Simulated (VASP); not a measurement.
Here is a VASP 6.6.1 calculation.

Contents of INCAR:

```
SYSTEM = SnO
  AGGAC = 1.0
  AGGAX = 1.0
  ALDAC = 0.0
  ALDAX = 1.0
  ALGO = Normal
  EDIFF = 1E-6
  ENCUT = 520
  GGA = B5
  ISIF = 2
  ISMEAR = -1
  IVDW = 13
  LASPH = .TRUE.
  LCHARG = .FALSE.
  LREAL = .FALSE.
  LWAVE = .FALSE.
  NBANDS = 28
  NELM = 60
  PREC = Accurate
  SIGMA = 0.05
  VDW_A1 = 0.44488865
  VDW_A2 = 4.0933009
  VDW_S6 = 1.0
  VDW_S8 = 2.34076671
```

Contents of KPOINTS:

```
k-points
0
G
  7 7 6
  0 0 0
```

Contents of POSCAR:

```
SnO
1.0
    3.8781625716      0.0000000000      0.0000000000
    0.0000000000      3.8781625716      0.0000000000
    0.0000000000      0.0000000000      4.8504980459
Sn O
2 2
Direct
    0.5000000000      0.0000000000      0.7608238822
    0.0000000000      0.5000000000      0.2391761178
    0.0000000000      0.0000000000      0.0000000000
    0.5000000000      0.5000000000      0.0000000000
```

Potentials or basis: VASP PAW PBE potentials, release 64 (Sn_d, O).

Command:

```sh
$ cat potpaw_PBE.64/Sn_d/POTCAR potpaw_PBE.64/O/POTCAR > POTCAR
$ mpirun -np 1 vasp_std > vasp.out
```

Problem. What does it give for the band gap on the k mesh?

Solution. 0.65 eV, indirect (least direct gap 2.19 eV).

Problem. Predict the dispersion energy per atom.

Solution. -0.496 eV.

Forces in eV/Å, atoms in the order of the input:
```
Sn   0.000  0.000 -0.094
Sn   0.000  0.000  0.094
O    0.000  0.000  0.000
O    0.000  0.000  0.000
```

Caveat: the PAW data sets were made with another functional, which shifts forces and pressure a little; spin-orbit coupling is left out, which moves the levels of the heavy elements. A k mesh can miss the band edges.
